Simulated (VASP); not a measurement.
# CsH (Fm-3m) in VASP: notebook

Runs on CsH. Level: LDA. Tasks: vibrations by perturbation theory, elastic constants.

Everything below comes from runs of VASP 6.6.1. Logs are shortened: lines on timing, memory, paths and dates and some standing lists are left out, and cuts for length are marked.

### 1 The cell of the first run

Symmetry: Fm-3m, No. 225, cubic system. The conventional cell has a = 6.097 Å, b = 6.097 Å, c = 6.097 Å, α = 90.00°, β = 90.00°, γ = 90.00°. Cs (site symmetry m-3m) has 6 H at 3.05 Å within 4.0 Å. Within 4.0 Å of H (site symmetry m-3m) lie 6 Cs at 3.05 Å.

### 2 Vibrations by perturbation theory, LDA

Contents of INCAR:

```
SYSTEM = CsH
PREC = Accurate ; ENCUT = 520
EDIFF = 1E-8 ; ISMEAR = 0
SIGMA = 0.01 ; LREAL = .False.
LASPH = .True. ; NELM = 100
ALGO = Normal ; ISIF = 2
LWAVE = .False. ; LCHARG = .False.
GGA = CA ; NBANDS = 12
IBRION = 8 ; NSW = 1
LEPSILON = .True.
```

Contents of KPOINTS:

```
Automatic mesh
0
Gamma
  8 8 8
  0 0 0
```

Contents of POSCAR:

```
CsH
1.0
    0.0000000000      3.0486175680      3.0486175680
    3.0486175680      0.0000000000      3.0486175680
    3.0486175680      3.0486175680      0.0000000000
Cs H
1 1
Direct
    0.0000000000      0.0000000000      0.0000000000
    0.5000000000      0.5000000000      0.5000000000
```

Potentials or basis: VASP PAW LDA potentials, release 64 (Cs_sv, H).

Started as:

```sh
cat potpaw_LDA.64/Cs_sv/POTCAR potpaw_LDA.64/H/POTCAR > POTCAR
mpirun -np 1 vasp_std > vasp.out
```

OUTCAR:

```text
SYSTEM = CsH
   PREC = Accurate
   ENCUT = 520
   EDIFF = 1E-8
   ISMEAR = 0
   LREAL = .False.
   LASPH = .True.
   NELM = 100
   ISIF = 2
   GGA = CA
   IBRION = 8
   NSW = 1
   LEPSILON = .True.

 ion  position               nearest neighbor table
   1  0.000  0.000  0.000-
   2  0.500  0.500  0.500-

  LATTYP: Found a face centered cubic cell.
 ALAT       =     6.0972351360

  Lattice vectors:

 A1 = (   0.0000000000,   3.0486175680,   3.0486175680)
 A2 = (   3.0486175680,   0.0000000000,   3.0486175680)
 A3 = (   3.0486175680,   3.0486175680,   0.0000000000)

Analysis of symmetry for initial positions (statically):
=====================================================================
 Subroutine PRICEL returns:
 Original cell was already a primitive cell.

 Routine SETGRP: Setting up the symmetry group for a
 face centered cubic supercell.

 Subroutine GETGRP returns: Found 48 space group operations
 (whereof 48 operations were pure point group operations)
 out of a pool of 48 trial point group operations.

The static configuration has the point symmetry O_h .

Analysis of symmetry for dynamics (positions and initial velocities):
=====================================================================
 Subroutine PRICEL returns:
 Original cell was already a primitive cell.

 Routine SETGRP: Setting up the symmetry group for a
 face centered cubic supercell.

 Subroutine GETGRP returns: Found 48 space group operations
 (whereof 48 operations were pure point group operations)
 out of a pool of 48 trial point group operations.

The dynamic configuration has the point symmetry O_h .

 Subroutine INISYM returns: Found 48 space group operations
 (whereof 48 operations are pure point group operations),
 and found     1 'primitive' translations

----------------------------------------------------------------------------------------

                                     Primitive cell

  volume of cell :      56.6681

  direct lattice vectors                    reciprocal lattice vectors
     0.000000000  3.048617568  3.048617568    -0.164008764  0.164008764  0.164008764
     3.048617568  0.000000000  3.048617568     0.164008764 -0.164008764  0.164008764
     3.048617568  3.048617568  0.000000000     0.164008764  0.164008764 -0.164008764

  length of vectors
     4.311396311  4.311396311  4.311396311     0.284071513  0.284071513  0.284071513

  position of ions in fractional coordinates (direct lattice)
     0.000000000  0.000000000  0.000000000
     0.500000000  0.500000000  0.500000000

  ion indices of the primitive-cell ions
   primitive index   ion index
                 1           1
                 2           2

----------------------------------------------------------------------------------------

 KPOINTS: Automatic mesh

Automatic generation of k-mesh.
 Grid dimensions read from file:
[... 508 lines left out ...]
           3.909386    -0.000000    -0.000000
          -0.000000     3.909386    -0.000000
          -0.000000    -0.000000     3.909386
 ------------------------------------------------------

 Free energy of the ion-electron system (eV)
  ---------------------------------------------------
  ---------------------------------------------------
  free energy    TOTEN  =        -0.45548722 eV

  energy without entropy =       -0.45548722

------------------------ aborting loop because EDIFF is reached ----------------------------------------

--------------------------------------- Ionic step        2  -------------------------------------------

------------------------ aborting loop because EDIFF is reached ----------------------------------------

--------------------------------------- Ionic step        3  -------------------------------------------

------------------------ aborting loop because EDIFF is reached ----------------------------------------

 PIEZOELECTRIC TENSOR FIELD DIRECTION 3  (e Angst)
 -----------------------------------------------------------------------------
    -0.00038  0.00000  0.00000           (  0.00001  0.00000  0.00000)
     0.00000 -0.00038 -0.00000           (  0.00000  0.00001  0.00000)
     0.00000 -0.00000 -0.00024           (  0.00000  0.00000  0.00001)

 PIEZOELECTRIC TENSOR FIELD DIRECTION 3  (C/m^2)
 -----------------------------------------------------------------------------
    -0.00011  0.00000  0.00000
     0.00000 -0.00011 -0.00000
     0.00000 -0.00000 -0.00007

--------------------------------------- Ionic step        4  -------------------------------------------

------------------------ aborting loop because EDIFF is reached ----------------------------------------

[... ionic steps 5 to 6 ...]

--------------------------------------- Ionic step        7  -------------------------------------------

 Free energy of the ion-electron system (eV)
  ---------------------------------------------------
  ---------------------------------------------------
  free energy    TOTEN  =        -0.01618885 eV

  energy without entropy =       -0.01618885

------------------------ aborting loop because EDIFF is reached ----------------------------------------

 INTERNAL STRAIN TENSOR  FOR ION    2  DIRECTION 1   (eV/Angst):
 -----------------------------------------------------------------------------
     0.00721 -0.00000  0.00000
    -0.00000  0.00244 -0.00000
     0.00000 -0.00000  0.00244

 MACROSCOPIC STATIC DIELECTRIC TENSOR (including local field effects in DFT)
 ------------------------------------------------------
           3.618785     0.000000     0.000000
           0.000000     3.618785     0.000000
          -0.000000     0.000000     3.618785
 ------------------------------------------------------

 PIEZOELECTRIC TENSOR (including local field effects)  for field in x, y, z        (e  Angst)
          XX          YY          ZZ          XY          YZ          ZX
  --------------------------------------------------------------------------------
  x     0.00000     0.00000     0.00000     0.00000     0.00000     0.00000
  y     0.00000     0.00000     0.00000     0.00000     0.00000     0.00000
  z     0.00000     0.00000     0.00000     0.00000     0.00000     0.00000

 PIEZOELECTRIC TENSOR (including local field effects)  for field in x, y, z        (C/m^2)
          XX          YY          ZZ          XY          YZ          ZX
  --------------------------------------------------------------------------------
  x     0.00000     0.00000     0.00000     0.00000     0.00000     0.00000
  y     0.00000     0.00000     0.00000     0.00000     0.00000     0.00000
  z     0.00000     0.00000     0.00000     0.00000     0.00000     0.00000

 BORN EFFECTIVE CHARGES (including local field effects) (in |e|, cummulative output)
 ---------------------------------------------------------------------------------
 ion    1
    1     1.15199    -0.00000     0.00000
    2     0.00000     1.15199     0.00000
    3     0.00000     0.00000     1.15199
 ion    2
    1    -1.15199     0.00000     0.00000
    2    -0.00000    -1.15199     0.00000
    3     0.00000     0.00000    -1.15199

 INTERNAL STRAIN TENSOR FOR ION    2 for displacements in x,y,z  (eV/Angst):
          X           Y           Z          XY          YZ          ZX
  --------------------------------------------------------------------------------
  x     0.00000     0.00000     0.00000     0.00000     0.00000     0.00000
  y     0.00000     0.00000     0.00000     0.00000     0.00000     0.00000
  z     0.00000     0.00000     0.00000     0.00000     0.00000     0.00000

 SECOND DERIVATIVES (NOT SYMMETRIZED)
 ------------------------------------
               1X          1Y          1Z          2X          2Y          2Z
  1X    -0.768869    0.000000    0.000000    0.768869    0.000000    0.000000
  1Y     0.000000   -0.768869    0.000000    0.000000    0.768869    0.000000
  1Z     0.000000    0.000000   -0.768869    0.000000    0.000000    0.768869
  2X     0.762552    0.000000    0.000000   -0.762552    0.000000    0.000000
  2Y     0.000000    0.762552    0.000000    0.000000   -0.762552    0.000000
  2Z     0.000000    0.000000    0.762552    0.000000    0.000000   -0.762552

 Eigenvectors and eigenvalues of the dynamical matrix
 ----------------------------------------------------

   1 f  =   13.703353 THz    86.100706 2PiTHz  457.094652 cm-1    56.672488 meV
             X         Y         Z           dx          dy          dz
      0.000000  0.000000  0.000000     0.000000    0.086774    0.000000
      3.048618  3.048618  3.048618     0.000000   -0.996228    0.000000
[... 21 lines left out ...]
   6 f/i=    0.004886 THz     0.030700 2PiTHz    0.162980 cm-1     0.020207 meV
             X         Y         Z           dx          dy          dz
      0.000000  0.000000  0.000000     0.000000    0.000000    0.996228
      3.048618  3.048618  3.048618     0.000000    0.000000    0.086774

--------------------------------------------------------------------------------------------------------

 MACROSCOPIC STATIC DIELECTRIC TENSOR IONIC CONTRIBUTION
 ------------------------------------------------------
           5.534210     0.000000    -0.000000
           0.000000     5.534210    -0.000000
          -0.000000    -0.000000     5.534210
 ------------------------------------------------------

 ELASTIC MODULI CONTR FROM IONIC RELAXATION (kBar)
 Direction    XX          YY          ZZ          XY          YZ          ZX
 --------------------------------------------------------------------------------
 XX           0.0000      0.0000      0.0000      0.0000      0.0000      0.0000
 YY           0.0000      0.0000      0.0000      0.0000      0.0000      0.0000
 ZZ           0.0000      0.0000      0.0000      0.0000      0.0000      0.0000
 XY           0.0000      0.0000      0.0000      0.0000      0.0000      0.0000
 YZ           0.0000      0.0000      0.0000      0.0000      0.0000      0.0000
 ZX           0.0000      0.0000      0.0000      0.0000      0.0000      0.0000
 --------------------------------------------------------------------------------

 PIEZOELECTRIC TENSOR IONIC CONTR  for field in x, y, z        (C/m^2)
          XX          YY          ZZ          XY          YZ          ZX
  --------------------------------------------------------------------------------
  x     0.00000     0.00000     0.00000     0.00000     0.00000     0.00000
  y     0.00000     0.00000     0.00000     0.00000     0.00000     0.00000
  z     0.00000     0.00000     0.00000     0.00000     0.00000     0.00000
```

Wall time 82 s (1 thread of Intel Xeon 6975P-C (Granite Rapids), shared host); peak memory 0.26 GiB.

What came out:

| Quantity | Value |
| --- | --- |
| Electronic dielectric tensor (diagonal) | 3.62 |
| Born charges (mean of the diagonal) | Cs +1.15; H -1.15 e |
| Highest phonon frequency at Γ | 457 cm⁻¹ |

Phonon frequencies in cm⁻¹ (negative: imaginary):
```
              q point        frequencies
(0.000, 0.000, 0.000)  0 0 0 457 457 457
```

Electronic dielectric tensor:
```
3.62 0.00 0.00
0.00 3.62 0.00
0.00 0.00 3.62
```

Born effective charge tensors (e):
atom 1, Cs
```
1.15 0.00 0.00
0.00 1.15 0.00
0.00 0.00 1.15
```
atom 2, H
```
-1.15  0.00  0.00
 0.00 -1.15  0.00
 0.00  0.00 -1.15
```

Caveat: spin-orbit coupling is left out, which moves the levels of the heavy elements.

### 3 Elastic constants, LDA

Contents of INCAR:

```
PREC = Accurate
ENCUT = 600
EDIFF = 1E-8
ISMEAR = 0
SIGMA = 0.01
LREAL = F
LASPH = T
NELM = 100
ALGO = Normal
ISIF = 3
LWAVE = F
LCHARG = F
GGA = CA
IBRION = 6
NFREE = 2
POTIM = 0.015
NSW = 1
```

Contents of KPOINTS:

```
Automatic mesh
0
Gamma
  8 8 8
```

POSCAR is that of step 2.

Potentials or basis: VASP PAW LDA potentials, release 64 (Cs_sv, H).

Started as:

```sh
cat potpaw_LDA.64/Cs_sv/POTCAR potpaw_LDA.64/H/POTCAR > POTCAR
mpirun -np 1 vasp_std > vasp.out
```

OUTCAR:

```text
PREC = Accurate
   ENCUT = 600
   EDIFF = 1E-8
   ISMEAR = 0
   LREAL = F
   LASPH = T
   NELM = 100
   ISIF = 3
   GGA = CA
   IBRION = 6
   NFREE = 2
   POTIM = 0.015
   NSW = 1

 ion  position               nearest neighbor table
   1  0.000  0.000  0.000-
   2  0.500  0.500  0.500-

  LATTYP: Found a face centered cubic cell.
 ALAT       =     6.0972351360

  Lattice vectors:

 A1 = (   0.0000000000,   3.0486175680,   3.0486175680)
 A2 = (   3.0486175680,   0.0000000000,   3.0486175680)
 A3 = (   3.0486175680,   3.0486175680,   0.0000000000)

Analysis of symmetry for initial positions (statically):
[... 713 lines left out ...]
  --------------------------------------------------------------------------------
  x     0.00000     0.00000     0.00000     0.00000     0.00000     0.00000
  y     0.00000     0.00000     0.00000     0.00000     0.00000     0.00000
  z     0.00000     0.00000     0.00000     0.00000     0.00000     0.00000

 INTERNAL STRAIN TENSOR FOR ION    2 for displacements in x,y,z  (eV/Angst):
          X           Y           Z          XY          YZ          ZX
  --------------------------------------------------------------------------------
  x     0.00000     0.00000     0.00000     0.00000     0.00000     0.00000
  y     0.00000     0.00000     0.00000     0.00000     0.00000     0.00000
  z     0.00000     0.00000     0.00000     0.00000     0.00000     0.00000

 Eigenvectors and eigenvalues of the dynamical matrix
 ----------------------------------------------------

   1 f  =   13.705443 THz    86.113838 2PiTHz  457.164371 cm-1    56.681132 meV
             X         Y         Z           dx          dy          dz
      0.000000  0.000000  0.000000     0.000000   -0.086343    0.000000
      3.048618  3.048618  3.048618     0.000000    0.996265    0.000000
[... 21 lines left out ...]
   6 f/i=    0.001041 THz     0.006540 2PiTHz    0.034719 cm-1     0.004305 meV
             X         Y         Z           dx          dy          dz
      0.000000  0.000000  0.000000     0.964480    0.239858   -0.069225
      3.048618  3.048618  3.048618     0.083589    0.020788   -0.006000

--------------------------------------------------------------------------------------------------------

 ELASTIC MODULI CONTR FROM IONIC RELAXATION (kBar)
 Direction    XX          YY          ZZ          XY          YZ          ZX
 --------------------------------------------------------------------------------
 XX           0.0000      0.0000      0.0000      0.0000      0.0000      0.0000
 YY           0.0000      0.0000      0.0000      0.0000      0.0000      0.0000
 ZZ           0.0000      0.0000      0.0000      0.0000      0.0000      0.0000
 XY           0.0000      0.0000      0.0000      0.0000      0.0000      0.0000
 YZ           0.0000      0.0000      0.0000      0.0000      0.0000      0.0000
 ZX           0.0000      0.0000      0.0000      0.0000      0.0000      0.0000
 --------------------------------------------------------------------------------

 TOTAL ELASTIC MODULI (kBar)
 Direction    XX          YY          ZZ          XY          YZ          ZX
 --------------------------------------------------------------------------------
 XX         348.1466     12.7408     12.7408     -0.0000     -0.0000      0.0000
 YY          12.7408    348.1466     12.7408     -0.0000     -0.0000      0.0000
 ZZ          12.7408     12.7408    348.1466     -0.0000      0.0000     -0.0000
 XY          -0.0000     -0.0000     -0.0000     47.7183      0.0000     -0.0000
 YZ          -0.0000     -0.0000      0.0000      0.0000     47.7183     -0.0000
 ZX           0.0000      0.0000     -0.0000     -0.0000     -0.0000     47.7183
 --------------------------------------------------------------------------------
```

OSZICAR:

```text
N       E                     dE             d eps       ncg     rms          rms(c)
DAV:   1     0.502024751054E+02    0.50202E+02   -0.46503E+03   522   0.104E+03
DAV:   2    -0.254257799047E+01   -0.52745E+02   -0.51469E+02   669   0.139E+02
[... 196 lines left out ...]
DAV:   1    -0.492405491282E+01   -0.45791E-03   -0.22657E-01  1089   0.233E+00    0.112E-01
DAV:   2    -0.492375972635E+01    0.29519E-03   -0.87953E-04  1184   0.171E-01    0.638E-02
DAV:   3    -0.492359679968E+01    0.16293E-03   -0.36064E-04  1170   0.804E-02    0.488E-03
DAV:   4    -0.492359689121E+01   -0.91524E-07   -0.42296E-06  1426   0.162E-02    0.224E-03
DAV:   5    -0.492359698914E+01   -0.97933E-07   -0.45608E-07  1281   0.471E-03    0.788E-04
DAV:   6    -0.492359700741E+01   -0.18269E-07   -0.48999E-08  1243   0.181E-03    0.279E-04
DAV:   7    -0.492359701179E+01   -0.43815E-08   -0.37407E-09   767   0.461E-04
  17 F= -.49235970E+01 E0= -.49235970E+01  d E =-.107286E-50
```

It took 4.1 min on 1 thread of Intel Xeon 6975P-C (Granite Rapids), shared host; peak memory 0.33 GiB.

Results:

```yaml
Elastic_constants_C11_C12_C44: 35, 1, 5 GPa
Voigt_bulk_modulus: 12 GPa
Highest_phonon_frequency_at_Γ: 457 cm⁻¹
```

Phonon frequencies in cm⁻¹ (negative: imaginary):
```tsv
q point	frequencies
(0.000, 0.000, 0.000)	0 0 0 457 457 457
```

Elastic tensor in Voigt notation (GPa, in the Cartesian axes of the cell as first typed):
```
35  1  1  0  0  0
 1 35  1  0  0  0
 1  1 35  0  0  0
 0  0  0  5  0  0
 0  0  0  0  5  0
 0  0  0  0  0  5
```

Clamped-ion elastic tensor (GPa):
```
35  1  1  0  0  0
 1 35  1  0  0  0
 1  1 35  0  0  0
 0  0  0  5  0  0
 0  0  0  0  5  0
 0  0  0  0  0  5
```

Caveat: spin-orbit coupling is left out, which moves the levels of the heavy elements.
